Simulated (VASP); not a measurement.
# KMnF3 (Pm-3m) in VASP: single point with LDA+U

Aim: the single point of KMnF3 with LDA+U.

Program: VASP 6.6.1. These are calculated values, not measurements. Logs are shortened: lines on timing, memory, paths and dates and some standing lists are left out, and cuts for length are marked.

## 1. The cell of the first run

The structure is cubic, space group Pm-3m (No. 221). Conventional cell: a = 4.341 Å, b = 4.341 Å, c = 4.341 Å, α = 90.00°, β = 90.00°, γ = 90.00°. Within 2.9 Å of Mn (site symmetry m-3m) lie 6 F at 2.17 Å. F (site symmetry 4/mmm) has 2 Mn at 2.17 Å within 2.9 Å. Within 4.0 Å of K (site symmetry m-3m) lie 12 F at 3.07 Å and 8 Mn at 3.76 Å.

## 2. Single point, LDA+U, collinear spin, ferromagnetic start

Contents of INCAR:

```
SYSTEM = KMnF3
PREC = Accurate
ENCUT = 520
EDIFF = 1E-6
ISMEAR = 0
SIGMA = 0.0122
LREAL = .FALSE.
LASPH = .TRUE.
NELM = 150
ALGO = Normal
ISIF = 2
LWAVE = .FALSE.
LCHARG = .FALSE.
ISPIN = 2
MAGMOM = 5 0 0 0 0
LORBIT = 11
LMAXMIX = 4
LDAU = .TRUE.
LDAUTYPE = 2
LDAUL = 2 -1 -1
LDAUU = 6.08 0 0
LDAUJ = 0 0 0
LDAUPRINT = 1
GGA = CA
NBANDS = 34
```

Contents of KPOINTS:

```
Automatic mesh
0
Gamma
  4 4 4
  0.5 0.5 0.5
```

Contents of POSCAR:

```
KMnF3
1.0
    4.3408742000      0.0000000000      0.0000000000
    0.0000000000      4.3408742000      0.0000000000
    0.0000000000      0.0000000000      4.3408742000
Mn F K
1 3 1
Direct
    0.0000000000      0.0000000000      0.0000000000
    0.5000000000      0.0000000000      0.0000000000
    0.0000000000      0.5000000000      0.0000000000
    0.0000000000      0.0000000000      0.5000000000
    0.5000000000      0.5000000000      0.5000000000
```

Potentials or basis: VASP PAW LDA potentials, release 64 (Mn_pv, F, K_sv).

Run with:

```console
$ cat potpaw_LDA.64/Mn_pv/POTCAR potpaw_LDA.64/F/POTCAR potpaw_LDA.64/K_sv/POTCAR > POTCAR
$ mpirun -np 1 vasp_std > vasp.out
```

OUTCAR:

```text
SYSTEM = KMnF3
   PREC = Accurate
   ENCUT = 520
   EDIFF = 1E-6
   ISMEAR = 0
   LREAL = .FALSE.
   LASPH = .TRUE.
   NELM = 150
   ISIF = 2
   ISPIN = 2
   LORBIT = 11
   GGA = CA

 ion  position               nearest neighbor table
   1  0.000  0.000  0.000-   2 2.17   3 2.17   4 2.17   4 2.17   3 2.17   2 2.17
   2  0.500  0.000  0.000-   1 2.17   1 2.17
   3  0.000  0.500  0.000-   1 2.17   1 2.17
   4  0.000  0.000  0.500-   1 2.17   1 2.17
   5  0.500  0.500  0.500-

  LATTYP: Found a simple cubic cell.
 ALAT       =     4.3408742000

  Lattice vectors:

 A1 = (   4.3408742000,   0.0000000000,   0.0000000000)
 A2 = (   0.0000000000,   4.3408742000,   0.0000000000)
 A3 = (   0.0000000000,   0.0000000000,   4.3408742000)

Analysis of symmetry for initial positions (statically):
=====================================================================
 Subroutine PRICEL returns:
 Original cell was already a primitive cell.

 Routine SETGRP: Setting up the symmetry group for a
 simple cubic supercell.

 Subroutine GETGRP returns: Found 48 space group operations
 (whereof 48 operations were pure point group operations)
 out of a pool of 48 trial point group operations.

The static configuration has the point symmetry O_h .

Analysis of symmetry for dynamics (positions and initial velocities):
=====================================================================
 Subroutine PRICEL returns:
 Original cell was already a primitive cell.

 Routine SETGRP: Setting up the symmetry group for a
 simple cubic supercell.

 Subroutine GETGRP returns: Found 48 space group operations
 (whereof 48 operations were pure point group operations)
 out of a pool of 48 trial point group operations.

The dynamic configuration has the point symmetry O_h .

Analysis of structural, dynamic, and magnetic symmetry:
=====================================================================
 Subroutine PRICEL returns:
 Original cell was already a primitive cell.

 Routine SETGRP: Setting up the symmetry group for a
 simple cubic supercell.

 Subroutine GETGRP returns: Found 48 space group operations
 (whereof 48 operations were pure point group operations)
 out of a pool of 48 trial point group operations.

The overall configuration has the point symmetry O_h .

 Subroutine INISYM returns: Found 48 space group operations
 (whereof 48 operations are pure point group operations),
 and found     1 'primitive' translations

----------------------------------------------------------------------------------------

                                     Primitive cell

  volume of cell :      81.7959

  direct lattice vectors                    reciprocal lattice vectors
     4.340874200  0.000000000  0.000000000     0.230368344  0.000000000  0.000000000
     0.000000000  4.340874200  0.000000000     0.000000000  0.230368344  0.000000000
     0.000000000  0.000000000  4.340874200     0.000000000  0.000000000  0.230368344

  length of vectors
     4.340874200  4.340874200  4.340874200     0.230368344  0.230368344  0.230368344

  position of ions in fractional coordinates (direct lattice)
     0.000000000  0.000000000  0.000000000
     0.500000000  0.000000000  0.000000000
     0.000000000  0.500000000  0.000000000
     0.000000000  0.000000000  0.500000000
     0.500000000  0.500000000  0.500000000

  ion indices of the primitive-cell ions
   primitive index   ion index
                 1           1
                 2           2
                 3           3
                 4           4
                 5           5

[... 67 lines left out ...]
   IALGO  =     38    algorithm
   IMIX   =      4    mixing-type and parameters
     AMIX     =   0.40;   BMIX     =  1.00
     AMIX_MAG =   1.60;   BMIX_MAG =  1.00
  volume/ion in A,a.u.               =      16.36       110.40
  Fermi-wavevector in a.u.,A,eV,Ry     =   1.321256  2.496813 23.751943  1.745719
  Thomas-Fermi vector in A             =   2.451023
   LORBIT       =     11    0 simple, 1 ext, 2 COOP (PROOUT), +10 PAW based schemes
 LDA+U is selected, type is set to LDAUTYPE =  2
   angular momentum for each species LDAUL =     2   -1   -1
   U (eV)           for each species LDAUU =   6.1  0.0  0.0
   J (eV)           for each species LDAUJ =   0.0  0.0  0.0
   GGA     = CA    functional components
   LHFCALC =     F    Hartree Fock is set to
   AEXX    =    0.0000 exact exchange contribution
   IVDW    =     0    specifies the selected vdW correction
   LEPSILON=     F    determine dielectric tensor
   LRPA    =     F    only Hartree local field effects (RPA)
 spin polarized calculation
 Gauss-broadening in eV      SIGMA  =   0.01
  energy-cutoff  :      520.00
  volume of cell :       81.80
 maximum number of plane-waves:      2208
 NGX is ok and might be reduce to    32
   NGX = 17   NGY = 17   NGZ = 17

atom =   1  type =  1  l = 2

 onsite density matrix

spin component  1

  0.9499 -0.0000  0.0000  0.0000  0.0000
 -0.0000  0.9499  0.0000  0.0000  0.0000
  0.0000  0.0000  0.9820  0.0000  0.0000
  0.0000  0.0000  0.0000  0.9499 -0.0000
  0.0000  0.0000  0.0000 -0.0000  0.9820

spin component  2

  0.0124  0.0000  0.0000 -0.0000  0.0000
  0.0000  0.0124 -0.0000 -0.0000 -0.0000
  0.0000 -0.0000  0.0482 -0.0000  0.0000
 -0.0000 -0.0000 -0.0000  0.0124 -0.0000
  0.0000 -0.0000  0.0000 -0.0000  0.0482

 occupancies and eigenvectors

  o =  0.0124  v =  0.0000  0.0000  0.0000  0.0000  0.0000  1.0000  0.0000  0.0000  0.0000  0.0000      0.0000  0.0000  0.0000  0.0000  0.0000  0.0000  0.0000  0.0000  0.0000  0.0000
  o =  0.0124  v =  0.0000  0.0000  0.0000  0.0000  0.0000  0.0000  1.0000  0.0000 -0.0001  0.0000      0.0000  0.0000  0.0000  0.0000  0.0000  0.0000  0.0000  0.0000  0.0000  0.0000
  o =  0.0124  v =  0.0000  0.0000  0.0000  0.0000  0.0000  0.0000 -0.0001 -0.0000 -1.0000 -0.0000      0.0000  0.0000  0.0000  0.0000  0.0000  0.0000  0.0000  0.0000  0.0000  0.0000
  o =  0.0482  v =  0.0000  0.0000  0.0000  0.0000  0.0000  0.0000  0.0000 -0.9995  0.0000  0.0310      0.0000  0.0000  0.0000  0.0000  0.0000  0.0000  0.0000  0.0000  0.0000  0.0000
  o =  0.0482  v =  0.0000  0.0000  0.0000  0.0000  0.0000  0.0000  0.0000 -0.0310  0.0000 -0.9995      0.0000  0.0000  0.0000  0.0000  0.0000  0.0000  0.0000  0.0000  0.0000  0.0000
  o =  0.9499  v =  0.0000  0.9437 -0.0000 -0.3308 -0.0000  0.0000  0.0000  0.0000  0.0000  0.0000      0.0000  0.0000  0.0000  0.0000  0.0000  0.0000  0.0000  0.0000  0.0000  0.0000
  o =  0.9499  v =  1.0000  0.0000  0.0000  0.0000  0.0000  0.0000  0.0000  0.0000  0.0000  0.0000      0.0000  0.0000  0.0000  0.0000  0.0000  0.0000  0.0000  0.0000  0.0000  0.0000
  o =  0.9499  v =  0.0000  0.3308 -0.0000  0.9437  0.0000  0.0000  0.0000  0.0000  0.0000  0.0000      0.0000  0.0000  0.0000  0.0000  0.0000  0.0000  0.0000  0.0000  0.0000  0.0000
  o =  0.9820  v =  0.0000 -0.0000 -1.0000  0.0000  0.0021  0.0000  0.0000  0.0000  0.0000  0.0000      0.0000  0.0000  0.0000  0.0000  0.0000  0.0000  0.0000  0.0000  0.0000  0.0000
  o =  0.9820  v =  0.0000 -0.0000  0.0021 -0.0000  1.0000  0.0000  0.0000  0.0000  0.0000  0.0000      0.0000  0.0000  0.0000  0.0000  0.0000  0.0000  0.0000  0.0000  0.0000  0.0000

 number of electron      42.9999986 magnetization       5.0000008

 Free energy of the ion-electron system (eV)
  ---------------------------------------------------
  ext. energy  EPLUGINS =         0.00000000
  ---------------------------------------------------
  free energy    TOTEN  =       -28.78366433 eV

  energy without entropy =      -28.78366433  energy(sigma->0) =      -28.78366433

 E-fermi :  -0.4342     XC(G=0):  -9.6043

 val. band max:       -0.5982260304   @ k =   0.3750   0.3750   0.1250
 cond. band min:       3.3303693303   @ k =   0.1250   0.1250   0.1250
 fundamental gap:      3.9285953607
 Fermi energy:        -0.4342134126

 spin component 1

 k-point     1 :       0.1250    0.1250    0.1250
  band No.  band energies     occupation
      1     -48.1093      1.00000
      2     -48.1093      1.00000
      3     -48.1093      1.00000
      4     -28.2029      1.00000
      5     -21.6401      1.00000
      6     -21.3541      1.00000
[... 133 lines left out ...]
     32      10.4991      0.00000
     33      11.1607      0.00000
 Fermi energy:        -0.4342134126

 spin component 2

 k-point     1 :       0.1250    0.1250    0.1250
  band No.  band energies     occupation
      1     -43.4526      1.00000
      2     -43.4526      1.00000
      3     -43.4526      1.00000
      4     -28.2030      1.00000
      5     -21.5460      1.00000
      6     -21.2205      1.00000
[... 133 lines left out ...]
     32      10.6557      0.00000
     33      11.4079      0.00000
 [bands above 33 left out]

------------------------ aborting loop because EDIFF is reached ----------------------------------------

  FORCE on cell =-STRESS in cart. coord.  units (eV):
  Direction    XX          YY          ZZ          XY          YZ          ZX
  --------------------------------------------------------------------------------------
  -------------------------------------------------------------------------------------
  Total       -4.4964218     -4.4964218     -4.4964218      0.0000000      0.0000000     -0.0000000
  in kB      -88.0736565    -88.0736565    -88.0736565      0.0000000      0.0000000     -0.0000000
  external PRESSURE =     -88.0736565 kB  Pullay stress =       0.0000000 kB

 VOLUME and BASIS-vectors are now :
 -----------------------------------------------------------------------------
  energy-cutoff  :      520.00
  volume of cell :       81.80
      direct lattice vectors                 reciprocal lattice vectors
     4.340874200  0.000000000  0.000000000     0.230368344  0.000000000  0.000000000
     0.000000000  4.340874200  0.000000000     0.000000000  0.230368344  0.000000000
     0.000000000  0.000000000  4.340874200     0.000000000  0.000000000  0.230368344

 POSITION                                       TOTAL-FORCE (eV/Angst)
 -----------------------------------------------------------------------------------
      0.00000      0.00000      0.00000         0.000000      0.000000      0.000000
      2.17044      0.00000      0.00000         0.000000      0.000000      0.000000
      0.00000      2.17044      0.00000         0.000000      0.000000      0.000000
      0.00000      0.00000      2.17044         0.000000      0.000000      0.000000
      2.17044      2.17044      2.17044         0.000000      0.000000      0.000000
 -----------------------------------------------------------------------------------
    total drift:                                0.000000      0.000000     -0.000000

  FREE ENERGIE OF THE ION-ELECTRON SYSTEM (eV)
  ---------------------------------------------------
  free  energy   TOTEN  =       -28.7836643283 eV

  energy  without entropy=      -28.7836643283  energy(sigma->0) =      -28.78366433

 total charge

# of ion       s       p       d       tot
------------------------------------------
    1        0.164   6.136   4.929  11.229
    2        1.722   4.326   0.000   6.048
    3        1.722   4.326   0.000   6.048
    4        1.722   4.326   0.000   6.048
    5        1.948   5.554   0.014   7.517
--------------------------------------------------
tot          7.278  24.667   4.943  36.888

 magnetization (x)

# of ion       s       p       d       tot
------------------------------------------
    1        0.021   0.017   4.668   4.706
    2        0.003   0.027   0.000   0.030
    3        0.003   0.027   0.000   0.030
    4        0.003   0.027   0.000   0.030
    5       -0.000  -0.000  -0.000  -0.000
--------------------------------------------------
tot          0.031   0.097   4.668   4.796
```

Wall time 35 s (1 thread of AMD EPYC 7R13, shared host); peak memory 0.14 GiB.

What came out:

| Quantity | Value |
| --- | --- |
| Free energy | -28.7837 eV |
| Pressure | -8.8 GPa |
| Band gap on the k mesh | 3.93 eV (least direct gap 5.59 eV) |
| Net moment | 5.00 μB per cell |
| Site moments | Mn +4.71; F +0.03; K -0.00 μB |
| Valence electrons inside the program's atomic spheres | Mn 11.23; F 6.05; K 7.52 |

Levels at points of the mesh, in eV from the valence-band top:
Spin up:
```
           k point  band 20  band 21  band 22  band 23  band 24  band 25  band 26  band 27  band 28  band 29
(0.12, 0.12, 0.12)    -2.18    -2.10    -2.10    -1.66    -1.66     3.93     7.84     7.84     9.01     9.69
```
Spin down:
```tsv
k point	band 17	band 18	band 19	band 20	band 21	band 22
(0.12, 0.12, 0.12)	-2.22	-2.19	-2.19	4.39	6.20	6.20
```

Eigenvalues of the final occupation matrices:
| site | spin | trace | eigenvalues |
| --- | --- | --- | --- |
| site 1 d | 1 | 4.81 | 0.95 0.95 0.95 0.98 0.98 |
| site 1 d | 2 | 0.13 | 0.01 0.01 0.01 0.05 0.05 |

Caveat: the cell stands under tension; a shifted mesh leaves out Γ, where band edges can lie; a cell with one magnetic atom can't hold antiferromagnetic order, which such compounds often take. A k mesh can miss the band edges.
